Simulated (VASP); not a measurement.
# Bi2Te3 (R3m) in VASP: a series of runs

The runs below take Bi2Te3 through single point, with PBEsol.

Program: VASP 6.6.1. These are calculated values, not measurements. Logs are shortened: lines on timing, memory, paths and dates and some standing lists are left out, and cuts for length are marked.

### Step 1. The cell of the first run

Symmetry: R3m, No. 160, trigonal system. The conventional cell has a = 4.417 Å, b = 4.417 Å, c = 29.840 Å, α = 90.00°, β = 90.00°, γ = 120.00°. Within 4.0 Å of Bi (site symmetry 3m) lie 3 Te at 3.03 Å and 3 Bi at 3.43 Å. Bi (site symmetry 3m) has 9 Te at 3.27 to 4.68 Å and 9 Bi at 3.43 to 4.42 Å within 4.7 Å. Te (site symmetry 3m) has 6 Te at 3.04 to 3.45 Å within 4.0 Å. Within 4.0 Å of Te (site symmetry 3m) lie 3 Bi at 3.03 Å and 3 Te at 3.45 Å. Within 4.0 Å of Te (site symmetry 3m) lie 3 Te at 3.04 Å and 3 Bi at 3.27 Å.

### Step 2. Single point, PBEsol

File INCAR:

```
SYSTEM = Bi2Te3
  PREC = Accurate
  ENCUT = 500
  EDIFF = 1E-6
  ISMEAR = -1
  SIGMA = 0.05
  LREAL = .FALSE.
  LASPH = .TRUE.
  NELM = 120
  ALGO = Normal
  ISIF = 2
  LWAVE = .FALSE.
  LCHARG = .TRUE.
  GGA = PS
  LELF = .TRUE.
  LVHAR = .TRUE.
  NBANDS = 32
  GGA_COMPAT = .FALSE.
```

File KPOINTS:

```
regular mesh
0
G
  6 6 6
  0 0 0
```

File POSCAR:

```
Bi2Te3
1.0
    2.2085000000      1.2750780695      9.9466666667
   -2.2085000000      1.2750780695      9.9466666667
    0.0000000000     -2.5501561390      9.9466666667
Bi Te
2 3
Direct
    0.1880000000      0.1880000000      0.1880000000
    0.5980003333      0.5980003333      0.5980003333
    0.3890003333      0.3890003333      0.3890003333
    0.7999996667      0.7999996667      0.7999996667
    0.0000000000      0.0000000000      0.0000000000
```

Potentials or basis: VASP PAW PBE potentials, release 64 (Bi_d, Te).

Command:

```console
> cat potpaw_PBE.64/Bi_d/POTCAR potpaw_PBE.64/Te/POTCAR > POTCAR
> mpirun -np 1 vasp_std > vasp.out
```

OUTCAR:

```text
SYSTEM = Bi2Te3
   PREC = Accurate
   ENCUT = 500
   EDIFF = 1E-6
   ISMEAR = -1
   LREAL = .FALSE.
   LASPH = .TRUE.
   NELM = 120
   ISIF = 2
   GGA = PS

 ion  position               nearest neighbor table
   1  0.188  0.188  0.188-   4 3.03   4 3.03   4 3.03   2 3.43   2 3.43   2 3.43
   2  0.598  0.598  0.598-   5 3.27   5 3.27   5 3.27   1 3.43   1 3.43   1 3.43
   3  0.389  0.389  0.389-   5 3.04   5 3.04   5 3.04   4 3.45   4 3.45   4 3.45
   4  0.800  0.800  0.800-   1 3.03   1 3.03   1 3.03   3 3.45   3 3.45   3 3.45
   5  0.000  0.000  0.000-   3 3.04   3 3.04   3 3.04   2 3.27   2 3.27   2 3.27

  LATTYP: Found a trigonal (rhomboedric) cell.
 ALAT       =    10.2683725152
 COS(alpha) =     0.9074829936

  Lattice vectors:

 A1 = (   2.2085000000,   1.2750780695,   9.9466666667)
 A2 = (  -2.2085000000,   1.2750780695,   9.9466666667)
 A3 = (   0.0000000000,  -2.5501561390,   9.9466666667)

Analysis of symmetry for initial positions (statically):
=====================================================================
 Subroutine PRICEL returns:
 Original cell was already a primitive cell.

 Routine SETGRP: Setting up the symmetry group for a
 trigonal (rhombohedral) supercell.

 Subroutine GETGRP returns: Found  6 space group operations
 (whereof  6 operations were pure point group operations)
 out of a pool of 12 trial point group operations.

The static configuration has the point symmetry C_3v.

Analysis of symmetry for dynamics (positions and initial velocities):
=====================================================================
 Subroutine PRICEL returns:
 Original cell was already a primitive cell.

 Routine SETGRP: Setting up the symmetry group for a
 trigonal (rhombohedral) supercell.

 Subroutine GETGRP returns: Found  6 space group operations
 (whereof  6 operations were pure point group operations)
 out of a pool of 12 trial point group operations.

The dynamic configuration has the point symmetry C_3v.

 Subroutine INISYM returns: Found  6 space group operations
 (whereof  6 operations are pure point group operations),
 and found     1 'primitive' translations

----------------------------------------------------------------------------------------

                                     Primitive cell

  volume of cell :     168.0595

  direct lattice vectors                    reciprocal lattice vectors
     2.208500000  1.275078069  9.946666667     0.226398008  0.130710951  0.033512064
    -2.208500000  1.275078069  9.946666667    -0.226398008  0.130710951  0.033512064
     0.000000000 -2.550156139  9.946666667     0.000000000 -0.261421901  0.033512064

  length of vectors
    10.268372515 10.268372515 10.268372515     0.263561129  0.263561129  0.263561129

  position of ions in fractional coordinates (direct lattice)
     0.188000000  0.188000000  0.188000000
     0.598000333  0.598000333  0.598000333
     0.389000333  0.389000333  0.389000333
     0.799999667  0.799999667  0.799999667
     0.000000000  0.000000000  0.000000000

  ion indices of the primitive-cell ions
   primitive index   ion index
                 1           1
                 2           2
                 3           3
                 4           4
                 5           5

----------------------------------------------------------------------------------------

 KPOINTS: regular mesh

Automatic generation of k-mesh.
 Grid dimensions read from file:
 generate k-points for:    6    6    6

 Generating k-lattice:

  Cartesian coordinates                     Fractional coordinates (reciprocal lattice)
     0.037733001  0.021785158  0.005585344     0.166666667 -0.000000000  0.000000000
    -0.037733001  0.021785158  0.005585344    -0.000000000  0.166666667  0.000000000
     0.000000000 -0.043570317  0.005585344     0.000000000  0.000000000  0.166666667

  Length of vectors
     0.043926855  0.043926855  0.043926855

  Shift w.r.t. Gamma in fractional coordinates (k-lattice)
     0.000000000  0.000000000  0.000000000

 Subroutine IBZKPT returns following result:
 ===========================================

 Found     32 irreducible k-points:

 Following reciprocal coordinates:
            Coordinates               Weight
  0.000000  0.000000  0.000000      1.000000
  0.166667  0.000000  0.000000      6.000000
  0.333333  0.000000 -0.000000      6.000000
  0.500000  0.000000 -0.000000      3.000000
  0.166667  0.166667 -0.000000      6.000000
  0.333333  0.166667  0.000000     12.000000
[... 16 lines left out ...]
  0.500000  0.500000  0.166667      6.000000
 -0.333333  0.500000  0.166667     12.000000
 [... further k-points ...]
   k-points           NKPTS =     32   k-points in BZ     NKDIM =     32   number of bands    NBANDS=     32
   number of dos      NEDOS =    301   number of ions     NIONS =      5
   total plane-waves  NPLWV = 512000
   dimension x,y,z NGX =    80 NGY =   80 NGZ =   80
   dimension x,y,z NGXF=   160 NGYF=  160 NGZF=  160
   ions per type =               2   3
   NGX,Y,Z   is equivalent  to a cutoff of  12.95, 12.95, 12.95 a.u.
   NGXF,Y,Z  is equivalent  to a cutoff of  25.90, 25.90, 25.90 a.u.
 SYSTEM =  Bi2Te3
   PREC   = accura    normal or accurate (medium, high low for compatibility)
   ISTART =      0    job   : 0-new  1-cont  2-samecut
   ICHARG =      2    charge: 1-file 2-atom 10-const
   ISPIN  =      1    spin polarized calculation?
   LNONCOLLINEAR =      F non collinear calculations
   LSORBIT =      F    spin-orbit coupling
   LASPH  =      T    aspherical Exc in radial PAW
   ENCUT  =  500.0 eV  36.75 Ry    6.06 a.u.  18.72 18.72 18.72*2*pi/ulx,y,z
   NELM   =    120;   NELMIN=  2; NELMDL= -5     # of ELM steps
   EDIFF  = 0.1E-05   stopping-criterion for ELM
   LREAL  =      F    real-space projection
   EDIFFG = 0.1E-04   stopping-criterion for IOM
   NSW    =      0    number of steps for IOM
   IBRION =     -1    ionic relax: 0-MD 1-quasi-New 2-CG
   NFREE  =      0    steps in history (QN), initial steepest desc. (CG)
   ISIF   =      2    stress and relaxation
   ISYM   =      2    0-nonsym 1-usesym 2-fastsym
   POTIM  = 0.5000    time-step for ionic-motion
   TEBEG  =    0.0;   TEEND  =   0.0 temperature during run
   PSTRESS=    0.0 pullay stress
   NELECT =      48.0000    total number of electrons
   NUPDOWN=      -1.0000    fix difference up-down
   EMIN   =  10.00;   EMAX   =-10.00  energy-range for DOS
   EFERMI =   0.00;   METHOD = LEGACY
   ISMEAR =    -1;   SIGMA  =   0.05  broadening in eV -4-tet -1-fermi 0-gaus
   EFERMI_NEDOS =   21; number of points for ismear=-14 and -15
   IALGO  =     38    algorithm
   IMIX   =      4    mixing-type and parameters
     AMIX     =   0.40;   BMIX     =  1.00
     AMIX_MAG =   1.60;   BMIX_MAG =  1.00
  volume/ion in A,a.u.               =      33.61       226.82
  Fermi-wavevector in a.u.,A,eV,Ry     =   1.078121  2.037354 15.814668  1.162345
  Thomas-Fermi vector in A             =   2.214051
   LORBIT       =      0    0 simple, 1 ext, 2 COOP (PROOUT), +10 PAW based schemes
   GGA     = PS    functional components
   LHFCALC =     F    Hartree Fock is set to
   AEXX    =    0.0000 exact exchange contribution
   IVDW    =     0    specifies the selected vdW correction
   LEPSILON=     F    determine dielectric tensor
   LRPA    =     F    only Hartree local field effects (RPA)
 non-spin polarized calculation
  energy-cutoff  :      500.00
  volume of cell :      168.06
 maximum number of plane-waves:      4290
 NGX is ok and might be reduce to    80
   NGX = 37   NGY = 37   NGZ = 37

 number of electron      48.0000001 magnetization

 Free energy of the ion-electron system (eV)
  ---------------------------------------------------
  ext. energy  EPLUGINS =         0.00000000
  ---------------------------------------------------
  free energy    TOTEN  =       -18.92942584 eV

  energy without entropy =      -18.91530816  energy(sigma->0) =      -18.92236700

 E-fermi :   6.2636     XC(G=0):  -9.5576

 val. band max:        6.2042971726   @ k =   0.0000   0.0000   0.0000
 cond. band min:       6.2652075517   @ k =   0.5000   0.3333  -0.0000
 fundamental gap:      0.0609103791
 Fermi energy:         6.2636489862

 k-point     1 :       0.0000    0.0000    0.0000
  band No.  band energies     occupation
      1     -16.7673      2.00000
      2     -16.7673      2.00000
      3     -16.7404      2.00000
      4     -16.7404      2.00000
      5     -16.7364      2.00000
      6     -16.1641      2.00000
[... 24 lines left out ...]
     31      10.8623      0.00000
     32      11.1332      0.00000

 k-point     2 :       0.1667    0.0000    0.0000
  band No.  band energies     occupation
      1     -16.7684      2.00000
      2     -16.7648      2.00000
      3     -16.7414      2.00000
      4     -16.7397      2.00000
      5     -16.7344      2.00000
      6     -16.1669      2.00000
[... 24 lines left out ...]
     31      10.1590      0.00000
     32      11.0931      0.00000

 k-point     3 :       0.3333    0.0000   -0.0000
  band No.  band energies     occupation
      1     -16.7710      2.00000
      2     -16.7607      2.00000
      3     -16.7434      2.00000
      4     -16.7374      2.00000
      5     -16.7299      2.00000
      6     -16.1731      2.00000
[... 24 lines left out ...]
     31      10.2477      0.00000
     32      11.0100      0.00000

 k-point     4 :       0.5000    0.0000   -0.0000
  band No.  band energies     occupation
      1     -16.7724      2.00000
      2     -16.7592      2.00000
      3     -16.7444      2.00000
      4     -16.7356      2.00000
      5     -16.7275      2.00000
      6     -16.1764      2.00000
[... 24 lines left out ...]
     31       9.7952      0.00000
     32      10.5650      0.00000

 k-point     5 :       0.1667    0.1667   -0.0000
  band No.  band energies     occupation
      1     -16.7684      2.00000
      2     -16.7648      2.00000
      3     -16.7414      2.00000
      4     -16.7397      2.00000
      5     -16.7344      2.00000
      6     -16.1669      2.00000
[... 584 lines left out ...]
     31      10.6254      0.00000
     32      10.8870      0.00000

 k-point    22 :      -0.1667    0.3333    0.1667
  band No.  band energies     occupation
      1     -16.7713      2.00000
      2     -16.7596      2.00000
      3     -16.7428      2.00000
      4     -16.7374      2.00000
      5     -16.7281      2.00000
      6     -16.1739      2.00000
[... 24 lines left out ...]
     31      10.5199      0.00000
     32      11.7762      0.00000

 k-point    23 :       0.5000    0.5000    0.1667
  band No.  band energies     occupation
      1     -16.7710      2.00000
      2     -16.7607      2.00000
      3     -16.7434      2.00000
      4     -16.7374      2.00000
      5     -16.7299      2.00000
      6     -16.1731      2.00000
[... 24 lines left out ...]
     31      10.0529      0.00000
     32      10.9196      0.00000

 k-point    24 :      -0.3333    0.5000    0.1667
  band No.  band energies     occupation
      1     -16.7713      2.00000
      2     -16.7596      2.00000
      3     -16.7429      2.00000
      4     -16.7374      2.00000
      5     -16.7281      2.00000
      6     -16.1739      2.00000
[... 24 lines left out ...]
     31      10.6527      0.00000
     32      11.3467      0.00000

 [... further k-points ...]

------------------------ aborting loop because EDIFF is reached ----------------------------------------

  FORCE on cell =-STRESS in cart. coord.  units (eV):
  Direction    XX          YY          ZZ          XY          YZ          ZX
  --------------------------------------------------------------------------------------
  -------------------------------------------------------------------------------------
  Total       -0.4655784     -0.4655784     -1.5719059      0.0000000      0.0000000      0.0000000
  in kB       -4.4385429     -4.4385429    -14.9856000      0.0000000      0.0000000      0.0000000
  external PRESSURE =      -7.9542286 kB  Pullay stress =       0.0000000 kB

 VOLUME and BASIS-vectors are now :
 -----------------------------------------------------------------------------
  energy-cutoff  :      500.00
  volume of cell :      168.06
      direct lattice vectors                 reciprocal lattice vectors
     2.208500000  1.275078069  9.946666667     0.226398008  0.130710951  0.033512064
    -2.208500000  1.275078069  9.946666667    -0.226398008  0.130710951  0.033512064
     0.000000000 -2.550156139  9.946666667     0.000000000 -0.261421901  0.033512064

 POSITION                                       TOTAL-FORCE (eV/Angst)
 -----------------------------------------------------------------------------------
      0.00000      0.00000      5.60992         0.000000     -0.000000      0.801810
      0.00000      0.00000     17.84433         0.000000     -0.000000      0.487680
      0.00000      0.00000     11.60777         0.000000      0.000000      0.687421
      0.00000      0.00000     23.87199         0.000000     -0.000000     -0.771267
      0.00000      0.00000      0.00000         0.000000     -0.000000     -1.205644
 -----------------------------------------------------------------------------------
    total drift:                               -0.000000      0.000000     -0.000002

  FREE ENERGIE OF THE ION-ELECTRON SYSTEM (eV)
  ---------------------------------------------------
  free  energy   TOTEN  =       -18.9294258353 eV

  energy  without entropy=      -18.9153081554  energy(sigma->0) =      -18.92236700
```

It took 15 min on 1 thread of Intel Xeon Platinum 8559C (Emerald Rapids), shared host; peak memory 0.95 GiB.

What came out:

| Item | Value |
| --- | --- |
| Free energy | -18.9294 eV |
| Pressure | -0.8 GPa |
| Largest force | 1.206 eV/Å |
| Band gap on the k mesh | zero (bands 24 and 25 overlap by 0.12 eV) |

Forces in eV/Å, atoms in the order of the input:
```
Bi   0.000  0.000  0.802
Bi   0.000  0.000  0.488
Te   0.000  0.000  0.687
Te   0.000  0.000 -0.771
Te   0.000  0.000 -1.206
```

Levels at points of the mesh, in eV from the Fermi level:
```csv
k point,band 21,band 22,band 23,band 24,band 25,band 26,band 27,band 28
"(0.00, 0.00, 0.00)",-2.07,-0.46,-0.41,-0.41,-0.06,0.32,0.32,2.17
"(0.50, 0.00, 0.00)",-3.19,-2.18,-0.26,-0.23,-0.12,0.49,2.54,2.70
"(0.50, 0.50, 0.00)",-2.26,-1.81,-1.04,-0.46,0.38,1.13,1.79,2.48
"(0.50, 0.50, 0.50)",-1.80,-0.86,-0.66,-0.66,0.44,0.90,0.90,1.67
```

Caveat: the PAW data sets were made with another functional, which shifts forces and pressure a little; spin-orbit coupling is left out, which moves the levels of the heavy elements.

### Step 3. Single point, PBEsol

File INCAR:

```
SYSTEM = Bi2Te3
PREC = Accurate
ENCUT = 500
EDIFF = 1E-6
ISMEAR = -1
SIGMA = 0.05
LREAL = .False.
LASPH = .True.
NELM = 120
ALGO = Normal
ISIF = 2
LWAVE = .False.
LCHARG = .False.
GGA = PS
NBANDS = 32
GGA_COMPAT = .False.
```

File KPOINTS:

```
Automatic mesh
0
Gamma
  8 8 8
  0 0 0
```

POSCAR is that of step 2.

Potentials or basis: VASP PAW PBE potentials, release 64 (Bi_d, Te).

Command:

```console
> cat potpaw_PBE.64/Bi_d/POTCAR potpaw_PBE.64/Te/POTCAR > POTCAR
> mpirun -np 1 vasp_std > vasp.out
```

Run time: 27 min. Hardware: 1 thread of Intel Xeon Platinum 8559C (Emerald Rapids), shared host; peak memory 1.1 GiB.

It converged, with:

```
Free energy            : -18.9367 eV
Pressure               : -0.8 GPa
Largest force          : 1.177 eV/Å
Band gap on the k mesh : zero (bands 24 and 25 overlap by 0.19 eV)
```

Forces in eV/Å, atoms in the order of the input:
```
Bi   0.000  0.000  0.800
Bi   0.000  0.000  0.450
Te   0.000  0.000  0.668
Te   0.000  0.000 -0.741
Te   0.000  0.000 -1.177
```

Stress tensor (GPa, compression positive):
```
-0.49  0.00  0.00
 0.00 -0.49  0.00
 0.00  0.00 -1.45
```

Levels at points of the mesh, in eV from the Fermi level:
```
           k point  band 21  band 22  band 23  band 24  band 25  band 26  band 27  band 28
(0.00, 0.00, 0.00)    -2.08    -0.47    -0.43    -0.43    -0.07     0.31     0.31     2.16
(0.50, 0.00, 0.00)    -3.20    -2.19    -0.28    -0.24    -0.13     0.47     2.53     2.68
(0.50, 0.50, 0.00)    -2.27    -1.83    -1.05    -0.47     0.36     1.12     1.78     2.47
(0.50, 0.50, 0.50)    -1.82    -0.88    -0.68    -0.68     0.43     0.89     0.89     1.66
```

Caveat: the PAW data sets were made with another functional, which shifts forces and pressure a little; spin-orbit coupling is left out, which moves the levels of the heavy elements.
